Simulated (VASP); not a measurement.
# C: relaxation of cell and atoms with PBE

C:

```xyz
6
Lattice="0.0000 1.7858 -1.7858 3.5716 0.0000 0.0000 -1.7858 -3.5716 -1.7858" Properties=species:S:1:pos:R:3 pbc="T T T"
C     0.8929   -0.8929   -0.8929
C     2.6787    0.8929   -0.8929
C    -0.8929   -0.8929   -2.6787
C     0.0000   -1.7858   -1.7858
C     1.7858    0.0000   -1.7858
C    -1.7858   -1.7858   -3.5716
```

```json
{"Program": "VASP 6.6.1", "Task": "relaxation of cell and atoms", "Functional": "PBE", "Potentials or basis": "VASP PAW PBE potentials, release 64 (C)", "Cutoff": "600 eV", "k mesh": "10 × 10 × 10", "Occupations": "gaussian, width 0.02 eV", "Spin": "no spin polarisation", "Dipole correction": "no", "Further INCAR settings": "ALGO = Normal; EDIFF = 1e-06; IBRION = 2; EDIFFG = -0.015; NSW = 80; ISIF = 3"}
```

```yaml
Pressure_after_relaxing: 0.0 GPa
Band_gap_on_the_k_mesh: 4.16 eV
```

Final structure:
```
C
1.0
     0.00000    1.78582   -1.78582
     3.57164    0.00000    0.00000
    -1.78582   -3.57164   -1.78582
C
6
Direct
  0.16667 0.41667 0.33333
  0.50000 0.75000 0.00000
  0.83333 0.08333 0.66667
  0.33333 0.33333 0.66667
  0.66667 0.66667 0.33333
  0.00000 0.00000 0.00000
```

Levels at points of the mesh, in eV from the valence-band top:
```
           k point  band 10  band 11  band 12  band 13  band 14  band 15
(0.00, 0.00, 0.00)     0.00     0.00     0.00     5.58     5.58     5.58
(0.50, 0.00, 0.00)    -6.27    -4.79    -4.79     4.75     4.75     7.68
(0.00, 0.50, 0.00)    -3.42    -2.79    -2.79     6.00     6.00     8.44
(0.50, 0.50, 0.00)    -5.90    -2.79    -2.79     8.44     8.44     8.78
(0.00, 0.00, 0.50)    -4.79    -1.37    -1.37     4.75     4.75     7.61
```

It took 2.6 min on 1 thread of Intel Xeon 8259CL (shared host), peak memory 0.21 GiB.

Caveat: the relaxation stopped at its first step, so nothing moved. A k mesh can miss the band edges.
